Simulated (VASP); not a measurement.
The system is Mo3W.

```
Mo W
1.0
     3.88926    0.00000    0.00000
     0.00000    3.88926    0.00000
     0.00000    0.00000    3.88926
Mo W
3 1
Cartesian
  0.0000 1.9446 1.9446
  1.9446 0.0000 1.9446
  1.9446 1.9446 0.0000
  0.0000 0.0000 0.0000
```

* Program: VASP 6.6.1
* Task: relaxation of cell and atoms
* Functional: PBE
* Potentials or basis: VASP PAW PBE potentials, release 64 (Mo_sv, W_sv)
* Cutoff: 600 eV
* k mesh: 4 × 4 × 4
* Occupations: gaussian, width 0.1 eV
* Spin: no spin polarisation

At the start: pressure 29.2 GPa; volume 14.71 Å³/atom.

Task: How do energy, volume and symmetry change on relaxing?

Result: Over 4 steps the energy falls by 130.7 meV/atom and the volume is 16.26 Å³/atom (+10.6 %); space group Pm-3m (No. 221, to 0.05 Å).

Step by step:
| step | energy change (eV) | largest force (eV/Å) | pressure (GPa) | volume (Å³) |
| --- | --- | --- | --- | --- |
| 1 | 0.0000 | 0.0000 | 29.19 | 58.83 |
| 2 | 2.4142 | 0.0000 | -37.68 | 84.72 |
| 3 | -0.5187 | 0.0000 | -2.18 | 65.58 |
| 4 | -0.5227 | 0.0000 | -0.19 | 65.04 |

Final structure:
```xyz
4
Lattice="4.0216 0.0000 0.0000 0.0000 4.0216 0.0000 0.0000 0.0000 4.0216" Properties=species:S:1:pos:R:3 pbc="T T T"
Mo    0.0000    2.0108    2.0108
Mo    2.0108    0.0000    2.0108
Mo    2.0108    2.0108    0.0000
W     0.0000    0.0000    0.0000
```

Caveat: the k points lie up to 0.39 Å⁻¹ apart in the final cell.
